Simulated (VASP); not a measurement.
# Ca (P6_3/mmc) in VASP: a series of runs

Ca is run at these levels: RPBE; tasks: single point.

Program: VASP 6.6.1. These are calculated values, not measurements. Logs are shortened: lines on timing, memory, paths and dates and some standing lists are left out, and cuts for length are marked.

## (1) The cell of the first run

It takes space group P6_3/mmc (No. 194, hexagonal). The conventional cell has a = 3.810 Å, b = 3.810 Å, c = 6.255 Å, α = 90.00°, β = 90.00°, γ = 120.00°. Within 5.0 Å of Ca (site symmetry -6m2) lie 12 Ca at 3.81 to 3.82 Å.

This isn't the form of Ca at room conditions, which is fcc.

## (2) Single point, RPBE (39.32 Å³/atom)

The input, INCAR:

```
SYSTEM = Ca
ALGO = Normal
EDIFF = 1E-7
ENCUT = 520
GGA = RP
ISIF = 2
ISMEAR = -1
LASPH = .True.
LCHARG = .False.
LREAL = .False.
LWAVE = .False.
NBANDS = 17
NELM = 60
PREC = Accurate
SIGMA = 0.1
```

The input, KPOINTS:

```
k-points
0
Gamma
  10 10 6
  0 0 0
```

The input, POSCAR:

```
Ca
1.0
    3.8103301345      0.0000000000      0.0000000000
   -1.9051650673      3.2998426933      0.0000000000
    0.0000000000      0.0000000000      6.2549343395
Ca
2
Direct
    0.3333333333      0.6666666667      0.2500000000
    0.6666666667      0.3333333333      0.7500000000
```

Potentials or basis: VASP PAW PBE potentials, release 64 (Ca_sv).

Launch:

```bash
$ cat potpaw_PBE.64/Ca_sv/POTCAR > POTCAR
$ mpirun -np 1 vasp_std > vasp.out
```

OUTCAR:

```text
SYSTEM = Ca
   EDIFF = 1E-7
   ENCUT = 520
   GGA = RP
   ISIF = 2
   ISMEAR = -1
   LASPH = .True.
   LREAL = .False.
   NELM = 60
   PREC = Accurate

 ion  position               nearest neighbor table
   1  0.333  0.667  0.250-
   2  0.667  0.333  0.750-

  LATTYP: Found a hexagonal cell.
 ALAT       =     3.8103301345
 C/A-ratio  =     1.6415728083

  Lattice vectors:

 A1 = (   3.8103301345,   0.0000000000,   0.0000000000)
 A2 = (  -1.9051650673,   3.2998426933,   0.0000000000)
 A3 = (   0.0000000000,   0.0000000000,   6.2549343395)

Analysis of symmetry for initial positions (statically):
=====================================================================
 Subroutine PRICEL returns:
 Original cell was already a primitive cell.

 Routine SETGRP: Setting up the symmetry group for a
 hexagonal supercell.

 Subroutine GETGRP returns: Found 24 space group operations
 (whereof 12 operations were pure point group operations)
 out of a pool of 24 trial point group operations.

The static configuration has the point symmetry D_3d.
 The point group associated with its full space group is D_6h.

Analysis of symmetry for dynamics (positions and initial velocities):
=====================================================================
 Subroutine PRICEL returns:
 Original cell was already a primitive cell.

 Routine SETGRP: Setting up the symmetry group for a
 hexagonal supercell.

 Subroutine GETGRP returns: Found 24 space group operations
 (whereof 12 operations were pure point group operations)
 out of a pool of 24 trial point group operations.

The dynamic configuration has the point symmetry D_3d.
 The point group associated with its full space group is D_6h.

 Subroutine INISYM returns: Found 24 space group operations
 (whereof 12 operations are pure point group operations),
 and found     1 'primitive' translations

----------------------------------------------------------------------------------------

                                     Primitive cell

  volume of cell :      78.6464

  direct lattice vectors                    reciprocal lattice vectors
     3.810330135  0.000000000  0.000000000     0.262444451  0.151522374  0.000000000
    -1.905165067  3.299842693  0.000000000     0.000000000  0.303044749  0.000000000
     0.000000000  0.000000000  6.254934340     0.000000000  0.000000000  0.159873781

  length of vectors
     3.810330135  3.810330135  6.254934340     0.303044749  0.303044749  0.159873781

  position of ions in fractional coordinates (direct lattice)
     0.333333333  0.666666667  0.250000000
     0.666666667  0.333333333  0.750000000

  ion indices of the primitive-cell ions
   primitive index   ion index
                 1           1
                 2           2

----------------------------------------------------------------------------------------

 KPOINTS: k-points

Automatic generation of k-mesh.
 Grid dimensions read from file:
 generate k-points for:   10   10    6

 Generating k-lattice:

  Cartesian coordinates                     Fractional coordinates (reciprocal lattice)
     0.026244445  0.015152237  0.000000000     0.100000000  0.000000000  0.000000000
     0.000000000  0.030304475  0.000000000     0.000000000  0.100000000  0.000000000
     0.000000000  0.000000000  0.026645630     0.000000000  0.000000000  0.166666667

  Length of vectors
     0.030304475  0.030304475  0.026645630

  Shift w.r.t. Gamma in fractional coordinates (k-lattice)
     0.000000000  0.000000000  0.000000000

 Subroutine IBZKPT returns following result:
 ===========================================

 Found     56 irreducible k-points:

 Following reciprocal coordinates:
            Coordinates               Weight
  0.000000  0.000000  0.000000      1.000000
  0.100000 -0.000000  0.000000      6.000000
  0.200000 -0.000000  0.000000      6.000000
  0.300000  0.000000  0.000000      6.000000
  0.400000 -0.000000  0.000000      6.000000
  0.500000  0.000000  0.000000      3.000000
[... 16 lines left out ...]
  0.300000  0.100000  0.166667     24.000000
  0.400000  0.100000  0.166667     24.000000
 [... further k-points ...]
   k-points           NKPTS =     56   k-points in BZ     NKDIM =     56   number of bands    NBANDS=     17
   number of dos      NEDOS =    301   number of ions     NIONS =      2
   total plane-waves  NPLWV =  37632
   dimension x,y,z NGX =    28 NGY =   28 NGZ =   48
   dimension x,y,z NGXF=    56 NGYF=   56 NGZF=   96
   ions per type =               2
   NGX,Y,Z   is equivalent  to a cutoff of  12.22, 12.22, 12.76 a.u.
   NGXF,Y,Z  is equivalent  to a cutoff of  24.43, 24.43, 25.52 a.u.
 SYSTEM =  Ca
   PREC   = accura    normal or accurate (medium, high low for compatibility)
   ISTART =      0    job   : 0-new  1-cont  2-samecut
   ICHARG =      2    charge: 1-file 2-atom 10-const
   ISPIN  =      1    spin polarized calculation?
   LNONCOLLINEAR =      F non collinear calculations
   LSORBIT =      F    spin-orbit coupling
   LASPH  =      T    aspherical Exc in radial PAW
   ENCUT  =  520.0 eV  38.22 Ry    6.18 a.u.   7.08  7.08 11.63*2*pi/ulx,y,z
   NELM   =     60;   NELMIN=  2; NELMDL= -5     # of ELM steps
   EDIFF  = 0.1E-06   stopping-criterion for ELM
   LREAL  =      F    real-space projection
   EDIFFG = 0.1E-05   stopping-criterion for IOM
   NSW    =      0    number of steps for IOM
   IBRION =     -1    ionic relax: 0-MD 1-quasi-New 2-CG
   NFREE  =      0    steps in history (QN), initial steepest desc. (CG)
   ISIF   =      2    stress and relaxation
   ISYM   =      2    0-nonsym 1-usesym 2-fastsym
   POTIM  = 0.5000    time-step for ionic-motion
   TEBEG  =    0.0;   TEEND  =   0.0 temperature during run
   PSTRESS=    0.0 pullay stress
   NELECT =      20.0000    total number of electrons
   NUPDOWN=      -1.0000    fix difference up-down
   EMIN   =  10.00;   EMAX   =-10.00  energy-range for DOS
   EFERMI =   0.00;   METHOD = LEGACY
   ISMEAR =    -1;   SIGMA  =   0.10  broadening in eV -4-tet -1-fermi 0-gaus
   EFERMI_NEDOS =   21; number of points for ismear=-14 and -15
   IALGO  =     38    algorithm
   IMIX   =      4    mixing-type and parameters
     AMIX     =   0.40;   BMIX     =  1.00
     AMIX_MAG =   1.60;   BMIX_MAG =  1.00
  volume/ion in A,a.u.               =      39.32       265.37
  Fermi-wavevector in a.u.,A,eV,Ry     =   1.037191  1.960006 14.636666  1.075765
  Thomas-Fermi vector in A             =   2.171617
   LORBIT       =      0    0 simple, 1 ext, 2 COOP (PROOUT), +10 PAW based schemes
   GGA     = RP    functional components
   LHFCALC =     F    Hartree Fock is set to
   AEXX    =    0.0000 exact exchange contribution
   IVDW    =     0    specifies the selected vdW correction
   LEPSILON=     F    determine dielectric tensor
   LRPA    =     F    only Hartree local field effects (RPA)
 non-spin polarized calculation
  energy-cutoff  :      520.00
  volume of cell :       78.65
 maximum number of plane-waves:      2142
   NGX = 15   NGY = 15   NGZ = 23

 number of electron      20.0000003 magnetization

 Free energy of the ion-electron system (eV)
  ---------------------------------------------------
  ext. energy  EPLUGINS =         0.00000000
  ---------------------------------------------------
  free energy    TOTEN  =        -3.44481015 eV

  energy without entropy =       -3.36158026  energy(sigma->0) =       -3.40319520

 E-fermi :   2.4029     XC(G=0):  -7.8284

 val. band max:        2.3591205874   @ k =   0.3000   0.3000   0.0000
 cond. band min:       2.4173010948   @ k =   0.3000   0.3000   0.1667
 fundamental gap:      0.0581805074
 Fermi energy:         2.4029025650

 k-point     1 :       0.0000    0.0000    0.0000
  band No.  band energies     occupation
      1     -39.5921      2.00000
      2     -39.5740      2.00000
      3     -20.6076      2.00000
      4     -20.4676      2.00000
      5     -20.4676      2.00000
      6     -20.4443      2.00000
[... 9 lines left out ...]
     16       5.1681      0.00000
     17       5.6057      0.00000

 k-point     2 :       0.1000   -0.0000    0.0000
  band No.  band energies     occupation
      1     -39.5905      2.00000
      2     -39.5732      2.00000
      3     -20.6020      2.00000
      4     -20.4806      2.00000
      5     -20.4717      2.00000
      6     -20.4577      2.00000
[... 9 lines left out ...]
     16       5.2871      0.00000
     17       5.4293      0.00000

 k-point     3 :       0.2000   -0.0000    0.0000
  band No.  band energies     occupation
      1     -39.5863      2.00000
      2     -39.5712      2.00000
      3     -20.5863      2.00000
      4     -20.5148      2.00000
      5     -20.4922      2.00000
      6     -20.4820      2.00000
[... 9 lines left out ...]
     16       5.3041      0.00000
     17       5.3304      0.00000

 k-point     4 :       0.3000    0.0000    0.0000
  band No.  band energies     occupation
      1     -39.5807      2.00000
      2     -39.5690      2.00000
      3     -20.5640      2.00000
      4     -20.5575      2.00000
      5     -20.5337      2.00000
      6     -20.4944      2.00000
[... 9 lines left out ...]
     16       5.7300      0.00000
     17       5.8515      0.00000
[... 343 lines left out ...]
      1     -39.5818      2.00000
      2     -39.5706      2.00000
      3     -20.5722      2.00000
      4     -20.5309      2.00000
      5     -20.5230      2.00000
      6     -20.4885      2.00000
[... 9 lines left out ...]
     16       5.5031      0.00000
     17       5.7580      0.00000

 k-point    23 :       0.3000    0.1000    0.1667
  band No.  band energies     occupation
      1     -39.5767      2.00000
      2     -39.5686      2.00000
      3     -20.5830      2.00000
      4     -20.5611      2.00000
      5     -20.5317      2.00000
      6     -20.5027      2.00000
[... 9 lines left out ...]
     16       5.8580      0.00000
     17       6.2700      0.00000

 k-point    24 :       0.4000    0.1000    0.1667
  band No.  band energies     occupation
      1     -39.5730      2.00000
      2     -39.5679      2.00000
      3     -20.6029      2.00000
      4     -20.5793      2.00000
      5     -20.5230      2.00000
      6     -20.5082      2.00000
[... 9 lines left out ...]
     16       6.3018      0.00000
     17       6.4756      0.00000

 [... further k-points ...]

------------------------ aborting loop because EDIFF is reached ----------------------------------------

  FORCE on cell =-STRESS in cart. coord.  units (eV):
  Direction    XX          YY          ZZ          XY          YZ          ZX
  --------------------------------------------------------------------------------------
  -------------------------------------------------------------------------------------
  Total        1.2231794      1.2231794      1.3337466     -0.0000000      0.0000000      0.0000000
  in kB       24.9185132     24.9185132     27.1709814     -0.0000000      0.0000000      0.0000000
  external PRESSURE =      25.6693359 kB  Pullay stress =       0.0000000 kB

 VOLUME and BASIS-vectors are now :
 -----------------------------------------------------------------------------
  energy-cutoff  :      520.00
  volume of cell :       78.65
      direct lattice vectors                 reciprocal lattice vectors
     3.810330135  0.000000000  0.000000000     0.262444451  0.151522374  0.000000000
    -1.905165067  3.299842693  0.000000000     0.000000000  0.303044749  0.000000000
     0.000000000  0.000000000  6.254934340     0.000000000  0.000000000  0.159873781

 POSITION                                       TOTAL-FORCE (eV/Angst)
 -----------------------------------------------------------------------------------
     -0.00000      2.19990      1.56373        -0.000000      0.000000      0.000000
      1.90517      1.09995      4.69120         0.000000     -0.000000      0.000000
 -----------------------------------------------------------------------------------
    total drift:                               -0.000000      0.000000     -0.000000

  FREE ENERGIE OF THE ION-ELECTRON SYSTEM (eV)
  ---------------------------------------------------
  free  energy   TOTEN  =        -3.4448101470 eV

  energy  without entropy=       -3.3615802618  energy(sigma->0) =       -3.40319520
```

It took 31 s on 1 thread of Intel Xeon 6975P-C (Granite Rapids), shared host; peak memory 0.21 GiB.

Results:

```
Free energy            : -3.4448 eV
Pressure               : 2.6 GPa
Band gap on the k mesh : zero (bands 10 and 11 overlap by 0.35 eV)
```

Caveat: the PAW data sets were made with another functional, which shifts forces and pressure a little.

## (3) Single point, RPBE (41.11 Å³/atom)

This run uses another cell than the first one, of 41.11 Å³/atom.

The input, INCAR:

```
PREC     = Accurate       # precision mode
ENCUT    = 520            # plane-wave cutoff, eV
EDIFF    = 1E-7           # SCF threshold, eV
ISMEAR   = -1             # smearing method
SIGMA    = 0.1            # smearing width, eV
LREAL    = False          # projectors in reciprocal space
LASPH    = True           # aspherical terms in the spheres
NELM     = 100            # most SCF steps
ALGO     = Normal         # electronic algorithm
ISIF     = 2              # what is computed and relaxed
LWAVE    = False          # write WAVECAR
LCHARG   = False          # write CHGCAR
GGA      = RP             # functional
NBANDS   = 17             # bands
```

The input, KPOINTS:

```
regular mesh
0
Gamma
  10 10 6
```

The input, POSCAR:

```
Ca
1.0
    3.8672091192      0.0000000000      0.0000000000
   -1.9336045596      3.3491013390      0.0000000000
    0.0000000000      0.0000000000      6.3483053342
Ca
2
Direct
    0.3333333333      0.6666666667      0.2500000000
    0.6666666667      0.3333333333      0.7500000000
```

Potentials or basis: VASP PAW PBE potentials, release 64 (Ca_sv).

Launch:

```bash
$ cat potpaw_PBE.64/Ca_sv/POTCAR > POTCAR
$ mpirun -np 1 vasp_std > vasp.out
```

It took 41 s on 1 thread of Intel Xeon 6975P-C (Granite Rapids), shared host; peak memory 0.22 GiB.

It converged, with:

| Item | Value |
| --- | --- |
| Free energy | -3.4913 eV |
| Pressure | 1.6 GPa |
| Band gap on the k mesh | zero (bands 10 and 11 overlap by 0.39 eV) |

Stress tensor (GPa, compression positive):
```
1.52 0.00 0.00
0.00 1.52 0.00
0.00 0.00 1.65
```

Levels at points of the mesh, in eV from the Fermi level:
| k point | band 8 | band 9 | band 10 | band 11 | band 12 | band 13 |
| --- | --- | --- | --- | --- | --- | --- |
| (0.00, 0.00, 0.00) | -22.95 | -4.11 | -1.03 | -0.23 | 2.35 | 2.37 |
| (0.50, 0.00, 0.00) | -22.98 | -1.10 | -0.71 | 0.20 | 0.39 | 1.41 |
| (0.00, 0.00, 0.50) | -22.97 | -3.08 | -3.08 | 1.43 | 1.43 | 2.36 |
| (0.50, 0.00, 0.50) | -22.99 | -0.69 | -0.69 | 0.11 | 0.11 | 1.50 |

Caveat: the PAW data sets were made with another functional, which shifts forces and pressure a little.

## (4) Single point, RPBE (42.90 Å³/atom)

This run uses another cell than the first one, of 42.90 Å³/atom.

The input, INCAR:

```
SYSTEM = Ca
  PREC = Accurate
  ENCUT = 520
  EDIFF = 1E-6
  ISMEAR = -1
  SIGMA = 0.1
  LREAL = .False.
  LASPH = .True.
  NELM = 60
  ALGO = Normal
  ISIF = 2
  LWAVE = .False.
  LCHARG = .False.
  GGA = RP
  NBANDS = 17
```

The input, KPOINTS:

```
Automatic mesh
0
Gamma
  10 10 6
  0 0 0
```

The input, POSCAR:

```
Ca
1.0
    3.9224624288      0.0000000000      0.0000000000
   -1.9612312144      3.3969521087      0.0000000000
    0.0000000000      0.0000000000      6.4390076647
Ca
2
Direct
    0.3333333333      0.6666666667      0.2500000000
    0.6666666667      0.3333333333      0.7500000000
```

Launch:

```bash
$ cat potpaw_PBE.64/Ca_sv/POTCAR > POTCAR
$ mpirun -np 1 vasp_std > vasp.out
```

It took 36 s on 1 thread of Intel Xeon 6975P-C (Granite Rapids), shared host; peak memory 0.23 GiB.

Results (log left out):

| Property | Result |
| --- | --- |
| Free energy | -3.5172 eV |
| Pressure | 0.7 GPa |
| Band gap on the k mesh | zero (bands 10 and 11 overlap by 0.43 eV) |

Levels at points of the mesh, in eV from the Fermi level:
```csv
k point,band 7,band 8,band 9,band 10,band 11,band 12,band 13,band 14
"(0.00, 0.00, 0.00)",-23.06,-23.05,-4.03,-1.01,-0.26,2.30,2.32,2.32
"(0.50, 0.00, 0.00)",-23.08,-23.08,-1.10,-0.71,0.23,0.41,1.37,1.92
"(0.00, 0.00, 0.50)",-23.07,-23.07,-3.03,-3.03,1.41,1.41,2.31,2.31
"(0.50, 0.00, 0.50)",-23.09,-23.09,-0.66,-0.66,0.07,0.07,1.48,1.48
```

Caveat: the PAW data sets were made with another functional, which shifts forces and pressure a little.

## (5) Overview

```tsv
cell	gap on the mesh (eV)	pressure (GPa)
a = 3.810, b = 3.810, c = 6.255 Å, angles 90.0, 90.0, 120.0°, 2 atoms	none	2.6
a = 3.867, b = 3.867, c = 6.348 Å, angles 90.0, 90.0, 120.0°, 2 atoms	none	1.6
a = 3.922, b = 3.922, c = 6.439 Å, angles 90.0, 90.0, 120.0°, 2 atoms	none	0.7
```

Alike in all rows: task single point; level RPBE; potentials or basis VASP PAW PBE potentials, release 64 (Ca_sv); no spin polarisation; k mesh 10 × 10 × 6; cutoff (eV) 520; smearing fermi-dirac 0.1 eV.

Caveats: the PAW data sets were made with another functional, which shifts forces and pressure a little.

Absolute energies hang on the potentials; compare differences alone.

The gap in the log of VASP goes by the Fermi energy; the results here count the filled bands.